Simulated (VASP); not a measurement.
Here is a VASP 6.6.1 calculation.

Contents of INCAR:

```
SYSTEM = SnTe
PREC = Accurate
ENCUT = 520
EDIFF = 1E-7
ISMEAR = 0
SIGMA = 0.01
LREAL = .False.
LASPH = .True.
NELM = 80
ALGO = Normal
ISIF = 2
LWAVE = .False.
LCHARG = .False.
NBANDS = 17
```

Contents of KPOINTS:

```
Automatic mesh
0
Gamma
  3 3 3
  0 0 0
```

Contents of POSCAR:

```
SnTe
1.0
    0.0000000000      3.1508500000      3.1508500000
    3.1508500000      0.0000000000      3.1508500000
    3.1508500000      3.1508500000      0.0000000000
Sn Te
1 1
Direct
    0.0000000000      0.0000000000      0.0000000000
    0.5000000000      0.5000000000      0.5000000000
```

Potentials or basis: VASP PAW LDA potentials, release 64 (Sn_d, Te).

Run with:

```bash
$ cat potpaw_LDA.64/Sn_d/POTCAR potpaw_LDA.64/Te/POTCAR > POTCAR
$ mpirun -np 1 vasp_std > vasp.out
```

(1) What does it give for the pressure?

## Answers

(1) -1.5 GPa.

Caveat: the k points lie up to 0.58 Å⁻¹ apart.
